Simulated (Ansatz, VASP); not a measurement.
**SnO in VASP and in Ansatz**

INCAR

```
PREC = Accurate
ENCUT = 520
EDIFF = 1E-6
ISMEAR = 0
SIGMA = 0.05
LREAL = False
LASPH = True
NELM = 100
ALGO = Normal
ISIF = 2
LWAVE = False
LCHARG = True
GGA = PS
LELF = True
LVHAR = True
NBANDS = 28
```

The input KPOINTS:

```
regular mesh
0
Gamma
  8 6 8
```

Contents of POSCAR:

```
SnO
1.0
    3.3156061815      0.0000000000      0.0000000000
    0.0000000000      5.7049851891      0.0000000000
    0.0000000000      0.0000000000      3.8941648049
Sn O
2 2
Direct
    0.0000000000      0.2337892808      0.5261742991
    0.5000000000      0.7662107192      0.0261742991
    0.0799748307      0.8388768760      0.7238267009
    0.5799748307      0.0681640596      0.2238267009
```

Input for Ansatz:

```yaml
crystal:
  lattice:
    - [3.3156061815, 0.0, 0.0]
    - [0.0, 5.7049851891, 0.0]
    - [0.0, 0.0, 3.8941648049]
  atoms:
    - { symbol: Sn, position: [0.0, 0.2337892808, 0.5261742991] }
    - { symbol: Sn, position: [0.5, 0.7662107192, 0.0261742991] }
    - { symbol: O, position: [0.0799748307, 0.838876876, 0.7238267009] }
    - { symbol: O, position: [0.5799748307, 0.0681640596, 0.2238267009] }
basis:
  ecutwfc: 420
kpoints:
  mp_grid: { grid: [8, 6, 8] }
hamiltonian:
  xc: pbesol
scf:
  occupations: { method: gaussian, width: 0.05 }
output:
  forces: true
  stress: true
  eigenvalues: true
```

Change from the starting cell: all O atoms moved +0.375 Å, as atom 3 along Cartesian [1 -1 0].

Alike in both runs: task single point; functional PBEsol; k mesh 8 × 6 × 8; occupations gaussian, width 0.05 eV; no spin polarisation.

|  | VASP | Ansatz |
| --- | --- | --- |
| version | VASP 6.6.1 | Ansatz 0.2.0 |
| potentials or method | VASP PAW PBE potentials, release 64 (Sn_d, O), cutoff 520 eV | scalar-relativistic, plane waves, PAW |
| valence electrons in the cell | 40 | 40 |

```csv
,VASP,Ansatz,Ansatz less VASP
gap on the k mesh at the Fermi level (eV),0.85,0.85,+0.008
least direct gap on the mesh (eV),1.18,1.19,+0.007
pressure (GPa),7.0,6.9,-0.12
"traceless stress, the component that is largest in VASP (GPa)",9.37,9.25,-0.120
rms of the force components (eV/Å),2.226,2.207,-0.0188
```

VASP's potentials were made for PBE, not for PBEsol. Atom by atom the forces differ by 0.032 eV/Å (rms over components).
